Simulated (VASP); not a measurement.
Input of a VASP 6.6.1 run:

INCAR

```
SYSTEM = Rb
ALGO = Normal
EDIFF = 1E-6
ENCUT = 520
GGA = PS
ISIF = 2
ISMEAR = -1
IVDW = 13
LASPH = .True.
LCHARG = .False.
LREAL = .False.
LWAVE = .False.
NBANDS = 10
NELM = 80
PREC = Accurate
SIGMA = 0.05
```

KPOINTS

```
k-points
0
Gamma
  3 3 3
  0 0 0
```

POSCAR

```
Rb
1.0
    0.0000000000      3.6398850000      3.6398850000
    3.6398850000      0.0000000000      3.6398850000
    3.6398850000      3.6398850000      0.0000000000
Rb
1
Direct
    0.0000000000      0.0000000000      0.0000000000
```

Potentials or basis: VASP PAW PBE potentials, release 64 (Rb_sv).

Command:

```console
$ cat potpaw_PBE.64/Rb_sv/POTCAR > POTCAR
$ mpirun -np 1 vasp_std > vasp.out
```

(1) Predict the dispersion energy per atom.

(2) Estimate the pressure.

Results:

(1) -0.040 eV.

(2) -0.4 GPa.

Caveat: the k points lie up to 0.50 Å⁻¹ apart; the PAW data sets were made with another functional, which shifts forces and pressure a little; pairwise dispersion overbinds metals, which lowers pressure and volume.
